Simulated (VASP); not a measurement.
Input of a VASP 6.6.1 run:

INCAR

```
SYSTEM = Sb
ALGO = Normal
EDIFF = 1E-7
ENCUT = 520
GGA = PE
ISIF = 2
ISMEAR = 0
IVDW = 12
LASPH = .True.
LCHARG = .False.
LREAL = .False.
LWAVE = .False.
NBANDS = 12
NELM = 60
PREC = Accurate
SIGMA = 0.15
```

File KPOINTS:

```
k-points
0
Gamma
  18 18 10
  0 0 0
```

File POSCAR:

```
Sb
1.0
    3.4195351822      0.0000000000      0.0000000000
   -1.7097675911      2.9614043369      0.0000000000
    0.0000000000      0.0000000000      5.3300000000
Sb
2
Direct
    0.3333333333      0.6666666667      0.2500000000
    0.6666666667      0.3333333333      0.7500000000
```

Potentials or basis: VASP PAW PBE potentials, release 64 (Sb).

Launch:

```sh
$ cat potpaw_PBE.64/Sb/POTCAR > POTCAR
$ mpirun -np 1 vasp_std > vasp.out
```

Problem. Estimate the band gap on the k mesh.

Solution. Zero (bands 5 and 6 overlap by 7.13 eV).

Problem. Predict the dispersion energy per atom.

Solution. -0.523 eV.

Stress tensor (GPa, compression positive):
```
-2.49  0.00  0.00
 0.00 -2.49  0.00
 0.00  0.00 -1.37
```

Caveat: the cell differs from its parent crystal (strain +0.015 along x and y, +0.000 along z); spin-orbit coupling is left out, which moves the levels of the heavy elements.
